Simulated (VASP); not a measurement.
Input of a VASP 6.6.1 run:

The input INCAR:

```
SYSTEM = La
PREC = Accurate
ENCUT = 520
EDIFF = 1E-6
ISMEAR = -1
SIGMA = 0.08
LREAL = .FALSE.
LASPH = .TRUE.
NELM = 80
ALGO = Normal
ISIF = 2
LWAVE = .FALSE.
LCHARG = .FALSE.
GGA = CA
NBANDS = 12
```

Contents of KPOINTS:

```
Automatic mesh
0
G
  15 15 15
  0 0 0
```

The input POSCAR:

```
La
1.0
   -1.6575694566      1.6575694566      1.6575694566
    1.6575694566     -1.6575694566      1.6575694566
    1.6575694566      1.6575694566     -1.6575694566
La
1
Direct
    0.0000000000      0.0000000000      0.0000000000
```

Potentials or basis: VASP PAW LDA potentials, release 64 (La).

Run with:

```bash
$ cat potpaw_LDA.64/La/POTCAR > POTCAR
$ mpirun -np 1 vasp_std > vasp.out
```

**Question.** Predict the pressure.

**Answer.** 57.1 GPa.
